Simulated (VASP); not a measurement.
## Mn: single point with PBE

Crystal: Mn.

```xyz
2
Lattice="0.0000 0.0000 -3.0810 3.0810 -3.0810 0.0000 -1.5405 -1.5405 1.5405" Properties=species:S:1:pos:R:3 pbc="T T T"
Mn    0.0000    0.0000    0.0000
Mn    1.5405   -1.5405   -1.5405
```

This isn't the form of Mn at room conditions, which is a 58-atom cubic cell.

```yaml
Program: VASP 6.6.1
Task: single point
Functional: PBE
Potentials_or_basis: VASP PAW PBE potentials, release 64 (Mn_pv)
Cutoff: 520 eV
k_mesh: 10 × 6 × 11
Occupations: fermi-dirac, width 0.1 eV
Spin: collinear spin, ferromagnetic start
Starting_moments: "[4.5, 4.5] μB"
```

```yaml
Pressure: -15.7 GPa
Net_moment: 5.48 μB per cell
Site_moments: Mn +2.69 μB
Valence_electrons_inside_the_program's_atomic_spheres: Mn 11.55
```

Levels at points of the mesh, in eV from the Fermi level:
Spin up:
```tsv
k point	band 14	band 15	band 16	band 17	band 18	band 19
(0.00, 0.00, 0.00)	-0.55	-0.55	-0.40	0.38	0.54	5.97
(0.50, 0.00, 0.00)	-0.64	-0.28	-0.28	2.01	2.01	9.37
(0.00, 0.50, 0.00)	-0.72	-0.67	-0.67	-0.49	-0.49	13.35
(0.50, 0.50, 0.00)	-0.40	0.38	0.38	0.54	0.54	5.97
```
Spin down:
```csv
k point,band 6,band 7,band 8,band 9,band 10,band 11,band 12,band 13,band 14,band 15
"(0.00, 0.00, 0.00)",-45.79,-6.83,-2.35,-0.39,0.71,0.71,0.71,0.75,2.21,2.30
"(0.50, 0.00, 0.00)",-45.82,-1.98,-1.98,-0.55,-0.55,-0.17,-0.17,2.08,2.08,2.54
"(0.00, 0.50, 0.00)",-45.79,-4.80,-4.80,0.13,0.13,0.34,0.34,1.83,1.83,2.03
"(0.50, 0.50, 0.00)",-45.79,-2.35,-2.35,-0.39,-0.39,0.75,0.75,2.21,2.21,2.52
```

Wall time 3.7 min on 1 thread of Intel(R) Xeon(R) Platinum 8488C (Sapphire Rapids) (shared host), peak memory 0.39 GiB.

Caveat: the cell stands under tension.
